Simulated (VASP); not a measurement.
Here is a VASP 6.6.1 calculation.

File INCAR:

```
PREC = Accurate
ENCUT = 520
EDIFF = 1E-6
ISMEAR = -1
SIGMA = 0.1
LREAL = F
LASPH = T
NELM = 80
ALGO = Normal
ISIF = 2
LWAVE = F
LCHARG = F
GGA = PS
NBANDS = 16
```

File KPOINTS:

```
regular mesh
0
Gamma
  8 8 8
```

Contents of POSCAR:

```
CdS
1.0
    0.0000000000      2.7532440000      2.7532440000
    2.7532440000      0.0000000000      2.7532440000
    2.7532440000      2.7532440000      0.0000000000
Cd S
1 1
Direct
    0.0000000000      0.0000000000      0.0000000000
    0.5000000000      0.5000000000      0.5000000000
```

Potentials or basis: VASP PAW PBE potentials, release 64 (Cd, S).

Launch:

```sh
$ cat potpaw_PBE.64/Cd/POTCAR potpaw_PBE.64/S/POTCAR > POTCAR
$ mpirun -np 1 vasp_std > vasp.out
```

**Question.** Estimate the pressure.

**Answer.** -4.0 GPa.

Caveat: the PAW data sets were made with another functional, which shifts forces and pressure a little.
